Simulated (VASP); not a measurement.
# TePb (Pm-3m) in VASP: notebook

TePb is run at these levels: PBE; tasks: single point.

Everything below comes from runs of VASP 6.6.1. Logs are shortened: lines on timing, memory, paths and dates and some standing lists are left out, and cuts for length are marked.

## 1. The cell of the first run

Symmetry: Pm-3m, No. 221, cubic system. The conventional cell has a = 3.931 Å, b = 3.931 Å, c = 3.931 Å, α = 90.00°, β = 90.00°, γ = 90.00°. Within 4.5 Å of Pb (site symmetry m-3m) lie 8 Te at 3.40 Å and 6 Pb at 3.93 Å. Te (site symmetry m-3m) has 8 Pb at 3.40 Å and 6 Te at 3.93 Å within 4.5 Å.

## 2. Single point, PBE (volume scaled by 0.945)

Input file INCAR:

```
SYSTEM = TePb
PREC = Accurate
ENCUT = 520
EDIFF = 1E-6
ISMEAR = 0
SIGMA = 0.05
LREAL = .FALSE.
LASPH = .TRUE.
NELM = 60
ALGO = Normal
ISIF = 2
LWAVE = .FALSE.
LCHARG = .FALSE.
GGA = PE
NBANDS = 17
```

Input file KPOINTS:

```
Automatic mesh
0
G
  8 8 8
  0 0 0
```

Input file POSCAR:

```
TePb
1.0
    3.9305725613      0.0000000000      0.0000000000
    0.0000000000      3.9305725613      0.0000000000
    0.0000000000      0.0000000000      3.9305725613
Pb Te
1 1
Direct
    0.0000000000      0.0000000000      0.0000000000
    0.5000000000      0.5000000000      0.5000000000
```

Potentials or basis: VASP PAW PBE potentials, release 64 (Pb_d, Te).

Started as:

```bash
$ cat potpaw_PBE.64/Pb_d/POTCAR potpaw_PBE.64/Te/POTCAR > POTCAR
$ mpirun -np 1 vasp_std > vasp.out
```

OUTCAR:

```text
SYSTEM = TePb
   PREC = Accurate
   ENCUT = 520
   EDIFF = 1E-6
   ISMEAR = 0
   LREAL = .FALSE.
   LASPH = .TRUE.
   NELM = 60
   ISIF = 2
   GGA = PE

 ion  position               nearest neighbor table
   1  0.000  0.000  0.000-   2 3.40   2 3.40   2 3.40   2 3.40   2 3.40   2 3.40   2 3.40   2 3.40

   2  0.500  0.500  0.500-   1 3.40   1 3.40   1 3.40   1 3.40   1 3.40   1 3.40   1 3.40   1 3.40

  LATTYP: Found a simple cubic cell.
 ALAT       =     3.9305725613

  Lattice vectors:

 A1 = (   3.9305725613,   0.0000000000,   0.0000000000)
 A2 = (   0.0000000000,   3.9305725613,   0.0000000000)
 A3 = (   0.0000000000,   0.0000000000,   3.9305725613)

Analysis of symmetry for initial positions (statically):
=====================================================================
 Subroutine PRICEL returns:
 Original cell was already a primitive cell.

 Routine SETGRP: Setting up the symmetry group for a
 simple cubic supercell.

 Subroutine GETGRP returns: Found 48 space group operations
 (whereof 48 operations were pure point group operations)
 out of a pool of 48 trial point group operations.

The static configuration has the point symmetry O_h .

Analysis of symmetry for dynamics (positions and initial velocities):
=====================================================================
 Subroutine PRICEL returns:
 Original cell was already a primitive cell.

 Routine SETGRP: Setting up the symmetry group for a
 simple cubic supercell.

 Subroutine GETGRP returns: Found 48 space group operations
 (whereof 48 operations were pure point group operations)
 out of a pool of 48 trial point group operations.

The dynamic configuration has the point symmetry O_h .

 Subroutine INISYM returns: Found 48 space group operations
 (whereof 48 operations are pure point group operations),
 and found     1 'primitive' translations

----------------------------------------------------------------------------------------

                                     Primitive cell

  volume of cell :      60.7250

  direct lattice vectors                    reciprocal lattice vectors
     3.930572561  0.000000000  0.000000000     0.254415860  0.000000000  0.000000000
     0.000000000  3.930572561  0.000000000     0.000000000  0.254415860  0.000000000
     0.000000000  0.000000000  3.930572561     0.000000000  0.000000000  0.254415860

  length of vectors
     3.930572561  3.930572561  3.930572561     0.254415860  0.254415860  0.254415860

  position of ions in fractional coordinates (direct lattice)
     0.000000000  0.000000000  0.000000000
     0.500000000  0.500000000  0.500000000

  ion indices of the primitive-cell ions
   primitive index   ion index
                 1           1
                 2           2

----------------------------------------------------------------------------------------

 KPOINTS: Automatic mesh

Automatic generation of k-mesh.
 Grid dimensions read from file:
 generate k-points for:    8    8    8

 Generating k-lattice:

  Cartesian coordinates                     Fractional coordinates (reciprocal lattice)
     0.031801983  0.000000000  0.000000000     0.125000000  0.000000000  0.000000000
     0.000000000  0.031801983  0.000000000     0.000000000  0.125000000  0.000000000
     0.000000000  0.000000000  0.031801983     0.000000000  0.000000000  0.125000000

  Length of vectors
     0.031801983  0.031801983  0.031801983

  Shift w.r.t. Gamma in fractional coordinates (k-lattice)
     0.000000000  0.000000000  0.000000000

 Subroutine IBZKPT returns following result:
 ===========================================

 Found     35 irreducible k-points:

 Following reciprocal coordinates:
            Coordinates               Weight
  0.000000  0.000000  0.000000      1.000000
  0.125000  0.000000  0.000000      6.000000
  0.250000  0.000000  0.000000      6.000000
  0.375000  0.000000  0.000000      6.000000
  0.500000  0.000000  0.000000      3.000000
  0.125000  0.125000  0.000000     12.000000
[... 16 lines left out ...]
  0.375000  0.375000  0.125000     24.000000
  0.500000  0.375000  0.125000     24.000000
 [... further k-points ...]
   k-points           NKPTS =     35   k-points in BZ     NKDIM =     35   number of bands    NBANDS=     17
   number of dos      NEDOS =    301   number of ions     NIONS =      2
   total plane-waves  NPLWV =  27000
   dimension x,y,z NGX =    30 NGY =   30 NGZ =   30
   dimension x,y,z NGXF=    60 NGYF=   60 NGZF=   60
   ions per type =               1   1
   NGX,Y,Z   is equivalent  to a cutoff of  12.69, 12.69, 12.69 a.u.
   NGXF,Y,Z  is equivalent  to a cutoff of  25.38, 25.38, 25.38 a.u.
 SYSTEM =  TePb
   PREC   = accura    normal or accurate (medium, high low for compatibility)
   ISTART =      0    job   : 0-new  1-cont  2-samecut
   ICHARG =      2    charge: 1-file 2-atom 10-const
   ISPIN  =      1    spin polarized calculation?
   LNONCOLLINEAR =      F non collinear calculations
   LSORBIT =      F    spin-orbit coupling
   LASPH  =      T    aspherical Exc in radial PAW
   ENCUT  =  520.0 eV  38.22 Ry    6.18 a.u.   7.31  7.31  7.31*2*pi/ulx,y,z
   NELM   =     60;   NELMIN=  2; NELMDL= -5     # of ELM steps
   EDIFF  = 0.1E-05   stopping-criterion for ELM
   LREAL  =      F    real-space projection
   EDIFFG = 0.1E-04   stopping-criterion for IOM
   NSW    =      0    number of steps for IOM
   IBRION =     -1    ionic relax: 0-MD 1-quasi-New 2-CG
   NFREE  =      0    steps in history (QN), initial steepest desc. (CG)
   ISIF   =      2    stress and relaxation
   ISYM   =      2    0-nonsym 1-usesym 2-fastsym
   POTIM  = 0.5000    time-step for ionic-motion
   TEBEG  =    0.0;   TEEND  =   0.0 temperature during run
   PSTRESS=    0.0 pullay stress
   NELECT =      20.0000    total number of electrons
   NUPDOWN=      -1.0000    fix difference up-down
   EMIN   =  10.00;   EMAX   =-10.00  energy-range for DOS
   EFERMI =   0.00;   METHOD = LEGACY
   ISMEAR =     0;   SIGMA  =   0.05  broadening in eV -4-tet -1-fermi 0-gaus
   EFERMI_NEDOS =   21; number of points for ismear=-14 and -15
   IALGO  =     38    algorithm
   IMIX   =      4    mixing-type and parameters
     AMIX     =   0.40;   BMIX     =  1.00
     AMIX_MAG =   1.60;   BMIX_MAG =  1.00
  volume/ion in A,a.u.               =      30.36       204.90
  Fermi-wavevector in a.u.,A,eV,Ry     =   1.130565  2.136459 17.390668  1.278178
  Thomas-Fermi vector in A             =   2.267262
   LORBIT       =      0    0 simple, 1 ext, 2 COOP (PROOUT), +10 PAW based schemes
   GGA     = PE    functional components
   LHFCALC =     F    Hartree Fock is set to
   AEXX    =    0.0000 exact exchange contribution
   IVDW    =     0    specifies the selected vdW correction
   LEPSILON=     F    determine dielectric tensor
   LRPA    =     F    only Hartree local field effects (RPA)
 non-spin polarized calculation
 Gauss-broadening in eV      SIGMA  =   0.05
  energy-cutoff  :      520.00
  volume of cell :       60.72
 maximum number of plane-waves:      1666
 NGX is ok and might be reduce to    30
   NGX = 15   NGY = 15   NGZ = 15

 number of electron      19.9999993 magnetization

 Free energy of the ion-electron system (eV)
  ---------------------------------------------------
  ext. energy  EPLUGINS =         0.00000000
  ---------------------------------------------------
  free energy    TOTEN  =        -7.04103674 eV

  energy without entropy =       -7.03778845  energy(sigma->0) =       -7.03941259

 E-fermi :   7.0268     XC(G=0):  -9.9348

 val. band max:        7.0264241043   @ k =   0.2500   0.1250   0.1250
 cond. band min:       7.0452989722   @ k =   0.5000   0.2500   0.0000
 fundamental gap:      0.0188748679
 Fermi energy:         7.0268108290

 k-point     1 :       0.0000    0.0000    0.0000
  band No.  band energies     occupation
      1     -10.1282      2.00000
      2     -10.1282      2.00000
      3     -10.0298      2.00000
      4     -10.0298      2.00000
      5     -10.0298      2.00000
      6      -5.5086      2.00000
[... 9 lines left out ...]
     16      17.6810      0.00000
     17      18.2678      0.00000

 k-point     2 :       0.1250    0.0000    0.0000
  band No.  band energies     occupation
      1     -10.1275      2.00000
      2     -10.1160      2.00000
      3     -10.0345      2.00000
      4     -10.0345      2.00000
      5     -10.0295      2.00000
      6      -5.3749      2.00000
[... 9 lines left out ...]
     16      17.3641      0.00000
     17      17.6110      0.00000

 k-point     3 :       0.2500    0.0000    0.0000
  band No.  band energies     occupation
      1     -10.1260      2.00000
      2     -10.0866      2.00000
      3     -10.0457      2.00000
      4     -10.0457      2.00000
      5     -10.0287      2.00000
      6      -4.9873      2.00000
[... 9 lines left out ...]
     16      15.7729      0.00000
     17      17.6687      0.00000

 k-point     4 :       0.3750    0.0000    0.0000
  band No.  band energies     occupation
      1     -10.1244      2.00000
      2     -10.0574      2.00000
      3     -10.0568      2.00000
      4     -10.0568      2.00000
      5     -10.0279      2.00000
      6      -4.4181      2.00000
[... 9 lines left out ...]
     16      16.6203      0.00000
     17      18.3525      0.00000

 k-point     5 :       0.5000    0.0000    0.0000
  band No.  band energies     occupation
      1     -10.1237      2.00000
      2     -10.0614      2.00000
      3     -10.0614      2.00000
      4     -10.0453      2.00000
      5     -10.0276      2.00000
      6      -4.0313      2.00000
[... 9 lines left out ...]
     16      18.6285      0.00000
     17      19.2882      0.00000

 k-point     6 :       0.1250    0.1250    0.0000
  band No.  band energies     occupation
      1     -10.1212      2.00000
      2     -10.1094      2.00000
      3     -10.0398      2.00000
      4     -10.0347      2.00000
      5     -10.0334      2.00000
      6      -5.2420      2.00000
[... 9 lines left out ...]
     16      16.4073      0.00000
     17      16.8002      0.00000

 k-point     7 :       0.2500    0.1250    0.0000
  band No.  band energies     occupation
      1     -10.1175      2.00000
      2     -10.0819      2.00000
      3     -10.0525      2.00000
      4     -10.0450      2.00000
      5     -10.0329      2.00000
      6      -4.8582      2.00000
[... 9 lines left out ...]
     16      15.8377      0.00000
     17      16.5022      0.00000

 k-point     8 :       0.3750    0.1250    0.0000
  band No.  band energies     occupation
      1     -10.1156      2.00000
      2     -10.0652      2.00000
      3     -10.0559      2.00000
      4     -10.0526      2.00000
      5     -10.0319      2.00000
      6      -4.3002      2.00000
[... 9 lines left out ...]
     16      16.7175      0.00000
     17      16.8494      0.00000
[... 203 lines left out ...]
      1     -10.1050      2.00000
      2     -10.0714      2.00000
      3     -10.0665      2.00000
      4     -10.0374      2.00000
      5     -10.0351      2.00000
      6      -3.8314      2.00000
[... 9 lines left out ...]
     16      15.9541      0.00000
     17      16.1239      0.00000

 k-point    20 :       0.2500    0.2500    0.1250
  band No.  band energies     occupation
      1     -10.0920      2.00000
      2     -10.0679      2.00000
      3     -10.0623      2.00000
      4     -10.0505      2.00000
      5     -10.0474      2.00000
      6      -4.3717      2.00000
[... 9 lines left out ...]
     16      16.0897      0.00000
     17      16.6619      0.00000

 k-point    21 :       0.3750    0.2500    0.1250
  band No.  band energies     occupation
      1     -10.0870      2.00000
      2     -10.0832      2.00000
      3     -10.0604      2.00000
      4     -10.0471      2.00000
      5     -10.0351      2.00000
      6      -3.8739      2.00000
[... 9 lines left out ...]
     16      15.7065      0.00000
     17      16.9769      0.00000

 k-point    22 :       0.5000    0.2500    0.1250
  band No.  band energies     occupation
      1     -10.0898      2.00000
      2     -10.0855      2.00000
      3     -10.0650      2.00000
      4     -10.0462      2.00000
      5     -10.0232      2.00000
      6      -3.5733      2.00000
[... 9 lines left out ...]
     16      15.4970      0.00000
     17      17.0257      0.00000

 k-point    23 :       0.3750    0.3750    0.1250
  band No.  band energies     occupation
      1     -10.1019      2.00000
      2     -10.0758      2.00000
      3     -10.0583      2.00000
      4     -10.0569      2.00000
      5     -10.0136      2.00000
      6      -3.4781      2.00000
[... 9 lines left out ...]
     16      16.0145      0.00000
     17      17.2078      0.00000

 k-point    24 :       0.5000    0.3750    0.1250
  band No.  band energies     occupation
      1     -10.1094      2.00000
      2     -10.0729      2.00000
      3     -10.0620      2.00000
      4     -10.0564      2.00000
      5     -10.0030      2.00000
      6      -3.2715      2.00000
[... 9 lines left out ...]
     16      16.1939      0.00000
     17      17.0370      0.00000

 [... further k-points ...]
[... 5 lines left out ...]
  --------------------------------------------------------------------------------------
  -------------------------------------------------------------------------------------
  Total        0.8649680      0.8649680      0.8649680     -0.0000000     -0.0000000      0.0000000
  in kB       22.8214462     22.8214462     22.8214462     -0.0000000     -0.0000000      0.0000000
  external PRESSURE =      22.8214462 kB  Pullay stress =       0.0000000 kB

 VOLUME and BASIS-vectors are now :
 -----------------------------------------------------------------------------
  energy-cutoff  :      520.00
  volume of cell :       60.72
      direct lattice vectors                 reciprocal lattice vectors
     3.930572561  0.000000000  0.000000000     0.254415860  0.000000000  0.000000000
     0.000000000  3.930572561  0.000000000     0.000000000  0.254415860  0.000000000
     0.000000000  0.000000000  3.930572561     0.000000000  0.000000000  0.254415860

 POSITION                                       TOTAL-FORCE (eV/Angst)
 -----------------------------------------------------------------------------------
      0.00000      0.00000      0.00000         0.000000      0.000000      0.000000
      1.96529      1.96529      1.96529         0.000000      0.000000      0.000000
 -----------------------------------------------------------------------------------
    total drift:                               -0.000000     -0.000000     -0.000000

  FREE ENERGIE OF THE ION-ELECTRON SYSTEM (eV)
  ---------------------------------------------------
  free  energy   TOTEN  =        -7.0410367432 eV

  energy  without entropy=       -7.0377884451  energy(sigma->0) =       -7.03941259
```

Run time: 40 s. Hardware: 1 thread of AMD EPYC 7R13, shared host; peak memory 0.16 GiB.

Results:

| Quantity | Value |
| --- | --- |
| Free energy | -7.0410 eV |
| Pressure | 2.3 GPa |
| Band gap on the k mesh | zero (band 10 reaches 7.26 eV, above the bottom of band 11 at 5.82 eV) |

Levels at points of the mesh, in eV from the Fermi level:
| k point | band 6 | band 7 | band 8 | band 9 | band 10 | band 11 | band 12 | band 13 | band 14 | band 15 |
| --- | --- | --- | --- | --- | --- | --- | --- | --- | --- | --- |
| (0.00, 0.00, 0.00) | -12.54 | -6.62 | -1.70 | -1.70 | -1.70 | 3.92 | 3.92 | 5.59 | 5.59 | 5.59 |
| (0.50, 0.00, 0.00) | -11.06 | -9.27 | -0.68 | -0.17 | -0.17 | 0.25 | 2.37 | 2.37 | 5.23 | 6.84 |
| (0.50, 0.50, 0.00) | -10.21 | -7.96 | -4.71 | -4.71 | 0.23 | 3.68 | 3.87 | 3.87 | 6.11 | 7.09 |
| (0.50, 0.50, 0.50) | -9.79 | -7.11 | -2.67 | -2.67 | -2.67 | -1.21 | -1.21 | -1.21 | 14.12 | 14.12 |

Caveat: spin-orbit coupling is left out, which moves the levels of the heavy elements.

(Continued in part 2 of 2.)
